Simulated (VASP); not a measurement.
Write the native input for VASP 6.6.1 that does the following.

| Property | Result |
| --- | --- |
| Task | single point |
| Functional | PBEsol |
| Potentials or basis | VASP PAW PBE potentials, release 64 (Mo_sv, S) |
| Cutoff | 520 eV |
| k mesh | 11 × 11 × 5 |
| Occupations | gaussian, width 0.1 eV |
| Spin | no spin polarisation |
| Dipole correction | no |
| Further INCAR settings | ALGO = Normal; EDIFF = 1e-07; NBANDS = 20 |

The structure of MoS2 lies in POSCAR:

```
MoS2
1.0
    3.2274650000      0.0000000000      0.0000000000
   -1.6137320000      2.7950660000      0.0000000000
    0.0000000000      0.0000000000      6.3124730000
Mo S
1 2
Direct
    0.0000000000      0.0000000000      0.5000000000
    0.3333333333      0.6666666667      0.2553190000
    0.6666666667      0.3333333333      0.7446810000
```

The input as run:

INCAR

```
PREC = Accurate
ENCUT = 520
EDIFF = 1E-7
ISMEAR = 0
SIGMA = 0.1
LREAL = F
LASPH = T
NELM = 60
ALGO = Normal
ISIF = 2
LWAVE = F
LCHARG = T
GGA = PS
LELF = T
LVHAR = T
NBANDS = 20
```

KPOINTS

```
Automatic mesh
0
Gamma
  11 11 5
```

Potentials or basis: VASP PAW PBE potentials, release 64 (Mo_sv, S).

The run is started by

```bash
$ cat potpaw_PBE.64/Mo_sv/POTCAR potpaw_PBE.64/S/POTCAR > POTCAR
$ mpirun -np 1 vasp_std > vasp.out
```

Results of the run:

| Quantity | Value |
| --- | --- |
| Pressure | -3.4 GPa |
| Largest force | 0.022 eV/Å |
| Band gap on the k mesh | zero (band 13 reaches 7.16 eV, above the bottom of band 14 at 6.47 eV) |

Caveat: the PAW data sets were made with another functional, which shifts forces and pressure a little; this functional lacks dispersion, which binds the layers, so the pressure and a relaxed spacing across them are unreliable.

Run time: 56 s on 1 thread of AMD EPYC 7R43 64-Core Processor (Zen 3) (shared host), peak memory 0.18 GiB.
